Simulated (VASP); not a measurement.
Set up this calculation in VASP 6.6.1, as the native input.

```
Task                    : density of states
Functional              : PBE
Potentials or basis     : VASP PAW PBE potentials, release 64 (Ti_sv, B)
Cutoff                  : 520 eV
k mesh                  : 11 × 11 × 9
Occupations             : fermi-dirac, width 0.08 eV
Spin                    : no spin polarisation
Dipole correction       : no
k mesh for the DOS      : 17 × 17 × 14
Occupations for the DOS : tetrahedron
Further INCAR settings  : ALGO = Normal; EDIFF = 1e-06
```

Crystal: TiB2 (AlB2 type).

```
CELL_PARAMETERS angstrom
2.62852 0.00000 0.00000
-1.31426 2.27636 0.00000
0.00000 0.00000 2.66004
ATOMIC_POSITIONS crystal
Ti 0.00000 0.00000 0.00000
B 0.33333 0.66667 0.50000
B 0.66667 0.33333 0.50000
```

This cell differs from its parent crystal: volume scaled by 0.62.

One way to write it, as run:

POSCAR

```
TiB2
1.0
    2.6285180418      0.0000000000      0.0000000000
   -1.3142590209      2.2763633985      0.0000000000
    0.0000000000      0.0000000000      2.6600449154
Ti B
1 2
Direct
    0.0000000000      0.0000000000      0.0000000000
    0.3333333333      0.6666666667      0.5000000000
    0.6666666667      0.3333333333      0.5000000000
```

INCAR.step1

```
ALGO     = Normal         # electronic algorithm
EDIFF    = 1E-6           # SCF threshold, eV
ENCUT    = 520            # plane-wave cutoff, eV
GGA      = PE             # functional
ISIF     = 2              # what is computed and relaxed
ISMEAR   = -1             # smearing method
LASPH    = T              # aspherical terms in the spheres
LCHARG   = T              # write CHGCAR
LMAXMIX  = 4              # l up to which the mixer works
LREAL    = F              # projectors in reciprocal space
LWAVE    = F              # write WAVECAR
NBANDS   = 16             # bands
NELM     = 80             # most SCF steps
PREC     = Accurate       # precision mode
SIGMA    = 0.08           # smearing width, eV
```

KPOINTS.step1

```
k-points
0
Gamma
  11 11 9
```

INCAR.step2

```
ALGO     = Normal         # electronic algorithm
EDIFF    = 1E-6           # SCF threshold, eV
ENCUT    = 520            # plane-wave cutoff, eV
GGA      = PE             # functional
ICHARG   = 11             # starting density
ISIF     = 2              # what is computed and relaxed
ISMEAR   = -5             # smearing method
LASPH    = T              # aspherical terms in the spheres
LCHARG   = F              # write CHGCAR
LMAXMIX  = 4              # l up to which the mixer works
LORBIT   = 10             # projections on sites
LREAL    = F              # projectors in reciprocal space
LWAVE    = F              # write WAVECAR
NEDOS    = 1001           # points of the DOS
NELM     = 80             # most SCF steps
PREC     = Accurate       # precision mode
SIGMA    = 0.08           # smearing width, eV
```

KPOINTS.step2

```
k-points
0
Gamma
  17 17 14
```

Potentials or basis: VASP PAW PBE potentials, release 64 (Ti_sv, B).

Run with:

```sh
$ cat potpaw_PBE.64/Ti_sv/POTCAR potpaw_PBE.64/B/POTCAR > POTCAR
$ cp INCAR.step1 INCAR
$ cp KPOINTS.step1 KPOINTS
$ mpirun -np 1 vasp_std > vasp.out
$ cp INCAR.step2 INCAR
$ cp KPOINTS.step2 KPOINTS
$ mpirun -np 1 vasp_std > vasp.out
```

It gave:

```json
{"Valence electrons inside the program's atomic spheres": "Ti 11.79; B 2.76"}
```

It took 27 s on 1 thread of Intel(R) Xeon(R) 6975P-C (Granite Rapids) (shared host), peak memory 0.17 GiB.
